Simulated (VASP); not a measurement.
# HfSiO4 (P-4m2) in VASP: settings compared, part 2 of 2

VASP 6.6.1. The steps go on from the part before.

**3. Relaxation of cell and atoms, PBE**

This run uses another cell than the first one, of 8.30 Å³/atom.

INCAR

```
  ALGO = Normal
  EDIFF = 1E-7
  EDIFFG = -0.005
  ENCUT = 600
  GGA = PE
  IBRION = 2
  ISIF = 3
  ISMEAR = -1
  LASPH = True
  LCHARG = False
  LREAL = False
  LWAVE = False
  NELM = 60
  NSW = 80
  PREC = Accurate
  SIGMA = 0.02
```

KPOINTS

```
k-points
0
Gamma
  8 8 6
```

POSCAR

```
HfSiO4
1.0
    3.2475012800      0.0000000000      0.0000000000
    0.0000000000      3.2475012800      0.0000000000
    0.0000000000      0.0000000000      4.7204987800
Si Hf O
1 1 4
Direct
    0.5000000000      0.5000000000      0.5000000000
    0.0000000000      0.0000000000      0.0000000000
    0.5000000000      0.0000000000      0.6972078800
    0.0000000000      0.5000000000      0.8027921200
    0.0000000000      0.5000000000      0.3027921200
    0.5000000000      0.0000000000      0.1972078800
```

Potentials or basis: VASP PAW PBE potentials, release 64 (Si, Hf_pv, O).

The run is started by

```
$ cat potpaw_PBE.64/Si/POTCAR potpaw_PBE.64/Hf_pv/POTCAR potpaw_PBE.64/O/POTCAR > POTCAR
$ mpirun -np 1 vasp_std > vasp.out
```

OUTCAR:

```text
EDIFF = 1E-7
   EDIFFG = -0.005
   ENCUT = 600
   GGA = PE
   IBRION = 2
   ISIF = 3
   ISMEAR = -1
   LASPH = True
   LREAL = False
   NELM = 60
   NSW = 80
   PREC = Accurate

 ion  position               nearest neighbor table
   1  0.500  0.500  0.500-   3 1.87   5 1.87   3 1.87   5 1.87   4 2.16   6 2.16   4 2.16   6 2.16
                             2 3.29   2 3.29   2 3.29   2 3.29   2 3.29   2 3.29   2 3.29   2 3.29
   2  0.000  0.000  0.000-   4 1.87   6 1.87   4 1.87   6 1.87   5 2.16   5 2.16   3 2.16   3 2.16
                             1 3.29   1 3.29   1 3.29   1 3.29   1 3.29   1 3.29   1 3.29   1 3.29
   3  0.500  0.000  0.697-   1 1.87   1 1.87   2 2.16   2 2.16
   4  0.000  0.500  0.803-   2 1.87   2 1.87   1 2.16   1 2.16
   5  0.000  0.500  0.303-   1 1.87   1 1.87   2 2.16   2 2.16
   6  0.500  0.000  0.197-   2 1.87   2 1.87   1 2.16   1 2.16

  LATTYP: Found a simple tetragonal cell.
 ALAT       =     3.2475012800
 C/A-ratio  =     1.4535787281

  Lattice vectors:

 A1 = (   3.2475012800,   0.0000000000,   0.0000000000)
 A2 = (   0.0000000000,   3.2475012800,   0.0000000000)
 A3 = (   0.0000000000,   0.0000000000,   4.7204987800)

Analysis of symmetry for initial positions (statically):
=====================================================================
 Subroutine PRICEL returns:
 Original cell was already a primitive cell.

 Routine SETGRP: Setting up the symmetry group for a
 simple tetragonal supercell.

 Subroutine GETGRP returns: Found  8 space group operations
 (whereof  8 operations were pure point group operations)
 out of a pool of 16 trial point group operations.

The static configuration has the point symmetry D_2d.

Analysis of symmetry for dynamics (positions and initial velocities):
=====================================================================
 Subroutine PRICEL returns:
 Original cell was already a primitive cell.

 Routine SETGRP: Setting up the symmetry group for a
 simple tetragonal supercell.

 Subroutine GETGRP returns: Found  8 space group operations
 (whereof  8 operations were pure point group operations)
 out of a pool of 16 trial point group operations.

The dynamic configuration has the point symmetry D_2d.

 Subroutine INISYM returns: Found  8 space group operations
 (whereof  8 operations are pure point group operations),
 and found     1 'primitive' translations

----------------------------------------------------------------------------------------

                                     Primitive cell

  volume of cell :      49.7836

  direct lattice vectors                    reciprocal lattice vectors
     3.247501280  0.000000000  0.000000000     0.307929055  0.000000000  0.000000000
     0.000000000  3.247501280  0.000000000     0.000000000  0.307929055  0.000000000
     0.000000000  0.000000000  4.720498780     0.000000000  0.000000000  0.211842021

  length of vectors
     3.247501280  3.247501280  4.720498780     0.307929055  0.307929055  0.211842021

  position of ions in fractional coordinates (direct lattice)
     0.500000000  0.500000000  0.500000000
     0.000000000  0.000000000  0.000000000
     0.500000000  0.000000000  0.697207880
     0.000000000  0.500000000  0.802792120
     0.000000000  0.500000000  0.302792120
[... 75 lines left out ...]
   ICHARG =      2    charge: 1-file 2-atom 10-const
   ISPIN  =      1    spin polarized calculation?
   LNONCOLLINEAR =      F non collinear calculations
   LSORBIT =      F    spin-orbit coupling
   LASPH  =      T    aspherical Exc in radial PAW
   ENCUT  =  600.0 eV  44.10 Ry    6.64 a.u.   6.49  6.49  9.43*2*pi/ulx,y,z
   NELM   =     60;   NELMIN=  2; NELMDL= -5     # of ELM steps
   EDIFF  = 0.1E-06   stopping-criterion for ELM
   LREAL  =      F    real-space projection
   EDIFFG = -.5E-02   stopping-criterion for IOM
   NSW    =     80    number of steps for IOM
   IBRION =      2    ionic relax: 0-MD 1-quasi-New 2-CG
   NFREE  =      1    steps in history (QN), initial steepest desc. (CG)
   ISIF   =      3    stress and relaxation
   ISYM   =      2    0-nonsym 1-usesym 2-fastsym
   POTIM  = 0.5000    time-step for ionic-motion
   TEBEG  =    0.0;   TEEND  =   0.0 temperature during run
   PSTRESS=    0.0 pullay stress
   NELECT =      38.0000    total number of electrons
   NUPDOWN=      -1.0000    fix difference up-down
   EMIN   =  10.00;   EMAX   =-10.00  energy-range for DOS
   EFERMI =   0.00;   METHOD = LEGACY
   ISMEAR =    -1;   SIGMA  =   0.02  broadening in eV -4-tet -1-fermi 0-gaus
   EFERMI_NEDOS =   21; number of points for ismear=-14 and -15
   IALGO  =     38    algorithm
   IMIX   =      4    mixing-type and parameters
     AMIX     =   0.40;   BMIX     =  1.00
     AMIX_MAG =   1.60;   BMIX_MAG =  1.00
  volume/ion in A,a.u.               =       8.30        55.99
  Fermi-wavevector in a.u.,A,eV,Ry     =   1.496146  2.827305 30.455982  2.238452
  Thomas-Fermi vector in A             =   2.608200
   LORBIT       =      0    0 simple, 1 ext, 2 COOP (PROOUT), +10 PAW based schemes
   GGA     = PE    functional components
   LHFCALC =     F    Hartree Fock is set to
   AEXX    =    0.0000 exact exchange contribution
   IVDW    =     0    specifies the selected vdW correction
   LEPSILON=     F    determine dielectric tensor
   LRPA    =     F    only Hartree local field effects (RPA)
 conjugate gradient relaxation of ions
 non-spin polarized calculation
  energy-cutoff  :      600.00
  volume of cell :       49.78
 maximum number of plane-waves:      1699
 NGX is ok and might be reduce to    28
   NGX = 13   NGY = 13   NGZ = 19

--------------------------------------- Ionic step        1  -------------------------------------------

 number of electron      38.0000006 magnetization

 Free energy of the ion-electron system (eV)
  ---------------------------------------------------
  ext. energy  EPLUGINS =         0.00000000
  ---------------------------------------------------
  free energy    TOTEN  =       -48.11461832 eV

  energy without entropy =      -48.11461832  energy(sigma->0) =      -48.11461832

------------------------ aborting loop because EDIFF is reached ----------------------------------------

  FORCE on cell =-STRESS in cart. coord.  units (eV):
  Direction    XX          YY          ZZ          XY          YZ          ZX
  --------------------------------------------------------------------------------------
  -------------------------------------------------------------------------------------
  Total       19.2635714     19.2635714     21.0687750      0.0000000      0.0000000      0.0000000
  in kB      619.9559568    619.9559568    678.0524901      0.0000000      0.0000000      0.0000000
  external PRESSURE =     639.3214679 kB  Pullay stress =       0.0000000 kB
[... 101 lines left out ...]
  FREE ENERGIE OF THE ION-ELECTRON SYSTEM (eV)
  ---------------------------------------------------
  free  energy   TOTEN  =       -50.1985806756 eV

  energy  without entropy=      -50.1985806756  energy(sigma->0) =      -50.19858068

[... ionic steps 4 to 24 ...]

--------------------------------------- Ionic step       25  -------------------------------------------

 number of electron      38.0000002 magnetization

------------------------ aborting loop because EDIFF is reached ----------------------------------------
[... 75 lines left out ...]
--------------------------------------- Ionic step       27  -------------------------------------------

 number of electron      38.0000001 magnetization

 Free energy of the ion-electron system (eV)
  ---------------------------------------------------
  ext. energy  EPLUGINS =         0.00000000
  ---------------------------------------------------
  free energy    TOTEN  =       -50.80222030 eV

  energy without entropy =      -50.80222030  energy(sigma->0) =      -50.80222030

 E-fermi :   4.7460     XC(G=0): -11.5177

 val. band max:        4.3286374424   @ k =   0.5000   0.5000   0.5000
 cond. band min:       6.5348426034   @ k =   0.0000   0.0000   0.0000
 fundamental gap:      2.2062051609
 Fermi energy:         4.7460043323

 k-point     1 :       0.0000    0.0000    0.0000
  band No.  band energies     occupation
      1     -24.6262      2.00000
      2     -24.3445      2.00000
      3     -24.3445      2.00000
      4     -14.9528      2.00000
      5     -12.7492      2.00000
      6     -12.2598      2.00000
[... 613 lines left out ...]
     22      10.4114      0.00000
     23      11.2666      0.00000

 [... further k-points ...]

------------------------ aborting loop because EDIFF is reached ----------------------------------------

  FORCE on cell =-STRESS in cart. coord.  units (eV):
  Direction    XX          YY          ZZ          XY          YZ          ZX
  --------------------------------------------------------------------------------------
  -------------------------------------------------------------------------------------
  Total        0.0021563      0.0021563      0.0119816      0.0000000      0.0000000      0.0000000
  in kB        0.0559300      0.0559300      0.3107756      0.0000000      0.0000000      0.0000000
  external PRESSURE =       0.1408785 kB  Pullay stress =       0.0000000 kB
[... 21 lines left out ...]
  FREE ENERGIE OF THE ION-ELECTRON SYSTEM (eV)
  ---------------------------------------------------
  free  energy   TOTEN  =       -50.8022203045 eV

  energy  without entropy=      -50.8022203045  energy(sigma->0) =      -50.80222030

 reached required accuracy - stopping structural energy minimisation
```

Run time: 12 min. Hardware: 1 thread of Intel Xeon 6975P-C (Granite Rapids), shared host; peak memory 0.24 GiB.

What came out:

```
Free energy                           : -50.8022 eV
Relaxed volume                        : 10.29 Å³/atom
Relaxed cell                          : a = 3.332 Å, b = 3.332 Å, c = 5.563 Å, α = 90.00°, β = 90.00°, γ = 90.00°
Space group after relaxing (to 0.1 Å) : P-4m2 (No. 115)
Energy gained by relaxing             : 447.9 meV/atom
Ionic steps                           : 27
Pressure after relaxing               : 0.0 GPa
Largest force after relaxing          : 0.004 eV/Å
Band gap on the k mesh                : 2.21 eV (least direct gap 2.33 eV)
```

Forces on the atoms (eV/Å):
```
Si   0.000  0.000  0.000
Hf   0.000  0.000  0.000
O    0.000  0.000 -0.004
O    0.000  0.000 -0.002
O    0.000  0.000  0.004
O    0.000  0.000  0.002
```

The path:
| step | energy change (eV) | largest force (eV/Å) | pressure (GPa) | volume (Å³) |
| --- | --- | --- | --- | --- |
| 1 | 0.0000 | 4.4043 | 63.93 | 49.78 |
| 2 | 1.8636 | 4.4159 | -39.09 | 77.65 |
| 3 | -2.0840 | 1.3644 | -4.79 | 59.37 |
| 4 | -2.1046 | 1.1035 | -1.38 | 58.57 |
| 5 | -2.1065 | 0.9949 | 0.05 | 58.26 |
| 6 | -2.3331 | 1.0542 | -0.77 | 58.88 |
| 7 | -2.4698 | 1.3939 | 0.03 | 59.69 |
| 8 | -2.6324 | 0.6104 | 1.16 | 60.15 |
| 9 | -2.6745 | 0.0711 | 2.57 | 60.51 |
| 10 | -2.6747 | 0.0912 | 2.70 | 60.54 |
| 11 | -2.6798 | 0.1843 | -2.01 | 61.92 |
| 12 | -2.6823 | 0.0841 | -0.32 | 61.41 |
| 13 | -2.6855 | 0.0397 | -0.30 | 61.54 |
| 14 | -2.6862 | 0.0992 | -0.27 | 61.63 |
| 15 | -2.6869 | 0.0579 | 0.37 | 61.53 |
| 16 | -2.6869 | 0.0505 | 0.49 | 61.51 |
| 17 | -2.6873 | 0.0110 | 0.24 | 61.60 |
| 18 | -2.6874 | 0.0338 | 0.08 | 61.66 |
| 19 | -2.6875 | 0.0258 | -0.01 | 61.71 |
| 20 | -2.6876 | 0.0150 | -0.13 | 61.78 |
| 21 | -2.6876 | 0.0127 | -0.15 | 61.79 |
| 22 | -2.6876 | 0.0179 | 0.12 | 61.76 |
| 23 | -2.6876 | 0.0080 | 0.00 | 61.77 |
| 24 | -2.6876 | 0.0081 | 0.01 | 61.77 |
| 25 | -2.6876 | 0.0079 | 0.00 | 61.77 |
| 26 | -2.6876 | 0.0078 | 0.00 | 61.77 |
| 27 | -2.6876 | 0.0040 | 0.01 | 61.77 |

Final structure:
```yaml
crystal:
  lattice:
    - [3.33222, 0.00000, 0.00000]
    - [0.00000, 3.33222, 0.00000]
    - [0.00000, 0.00000, 5.56302]
  atoms:
    - { symbol: Si, position: [0.50000, 0.50000, 0.50000] }
    - { symbol: Hf, position: [0.00000, 0.00000, 0.00000] }
    - { symbol: O, position: [0.50000, 0.00000, 0.63173] }
    - { symbol: O, position: [0.00000, 0.50000, 0.82028] }
    - { symbol: O, position: [0.00000, 0.50000, 0.36827] }
    - { symbol: O, position: [0.50000, 0.00000, 0.17972] }
```

Caveat: the volume moved by over 15 % at a fixed basis, so the end points are rough; spin-orbit coupling is left out, which moves the levels of the heavy elements.
